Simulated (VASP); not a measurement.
Input of a VASP 6.6.1 run:

File INCAR:

```
  PREC = Accurate
  ENCUT = 520
  EDIFF = 1E-6
  ISMEAR = 0
  SIGMA = 0.01
  LREAL = F
  LASPH = T
  NELM = 60
  ALGO = Normal
  ISIF = 2
  LWAVE = F
  LCHARG = F
  GGA = CA
  NBANDS = 11
```

KPOINTS

```
Automatic mesh
0
Gamma
  10 10 10
```

Contents of POSCAR:

```
BN
1.0
    0.0000000000      3.4953158300      2.1660912400
    1.2516321000      0.0000000000      2.1660912400
    1.2516321000      3.4953158300      0.0000000000
B N
1 1
Direct
    0.0000486500      0.0000486500      0.9999513500
    0.6666666667      0.6666666667      0.3333333333
```

Potentials or basis: VASP PAW LDA potentials, release 64 (B, N).

Command:

```bash
$ cat potpaw_LDA.64/B/POTCAR potpaw_LDA.64/N/POTCAR > POTCAR
$ mpirun -np 1 vasp_std > vasp.out
```

Task: Predict the largest force.

Result: 0.013 eV/Å.

Task: Estimate the pressure.

Result: -3.8 GPa.

Forces on the atoms (eV/Å):
```
B    0.000  0.000  0.013
N    0.000  0.000 -0.013
```
